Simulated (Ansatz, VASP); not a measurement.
Two plane-wave programs on SrO

```xyz
4
Lattice="4.1829 0.0000 0.0000 -2.0914 3.6225 0.0000 0.0000 0.0000 5.0394" Properties=species:S:1:pos:R:3 pbc="T T T"
Sr    0.0000    2.4150   -0.3150
Sr    2.0914    1.2075    2.2048
O     0.0000    2.4150    2.2048
O     2.0914    1.2075    4.7245
```

Alike in both runs: task single point; functional r2SCAN; k mesh 6 × 6 × 4; no spin polarisation.

```csv
,VASP,Ansatz
version,VASP 6.6.1,Ansatz 0.2.0
potentials or method,"VASP PAW PBE potentials, release 64 (Sr_sv, O)","plane waves, PAW"
plane-wave cutoff (eV),520,500
occupations,"gaussian, width 0.01 eV",fixed
valence electrons in the cell,32,32
```

|  | VASP | Ansatz | Ansatz less VASP |
| --- | --- | --- | --- |
| gap on the k mesh at the Fermi level (eV) | 3.21 | 3.23 | +0.013 |
| pressure (GPa) | 6.0 | 5.3 | -0.61 |
| traceless stress, the component that is largest in VASP (GPa) | 0.42 | 0.42 | 0.000 |

VASP's potentials were made for PBE, not for r2SCAN.
